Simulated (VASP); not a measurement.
A run of VASP 6.6.1 is set up as follows.

Contents of INCAR:

```
SYSTEM = SnSe
PREC = Accurate
ENCUT = 520
EDIFF = 1E-7
ISMEAR = 0
SIGMA = 0.05
LREAL = .False.
LASPH = .True.
NELM = 100
ALGO = Normal
ISIF = 2
LWAVE = .False.
LCHARG = .False.
NBANDS = 17
```

Contents of KPOINTS:

```
Automatic mesh
0
Gamma
  8 8 8
  0 0 0
```

Contents of POSCAR:

```
SnSe
1.0
    0.0112875000      3.0100000000      3.0100000000
    3.0212875000      0.0000000000      3.0212875000
    3.0100000000      3.0100000000      0.0112875000
Sn Se
1 1
Direct
    0.0000000000      0.0000000000      0.0000000000
    0.5000000000      0.5000000000      0.5000000000
```

Potentials or basis: VASP PAW LDA potentials, release 64 (Sn_d, Se).

The run is started by

```console
$ cat potpaw_LDA.64/Sn_d/POTCAR potpaw_LDA.64/Se/POTCAR > POTCAR
$ mpirun -np 1 vasp_std > vasp.out
```

Task: What does it give for the pressure?

Result: -3.3 GPa.

Task: Estimate the band gap on the k mesh.

Result: 0.59 eV (least direct gap 0.63 eV).

Stress tensor (GPa, compression positive):
```
-3.29  0.00 -0.15
 0.00 -3.29  0.00
-0.15  0.00 -3.29
```

Caveat: the cell differs from its parent crystal (strain +0.0075 x Voigt [0, 0, 0, 0, 1, 0]); the cell stands under tension; semilocal functionals underestimate gaps, and a narrow one can read as zero; spin-orbit coupling is left out, which moves the levels of the heavy elements. A k mesh can miss the band edges.
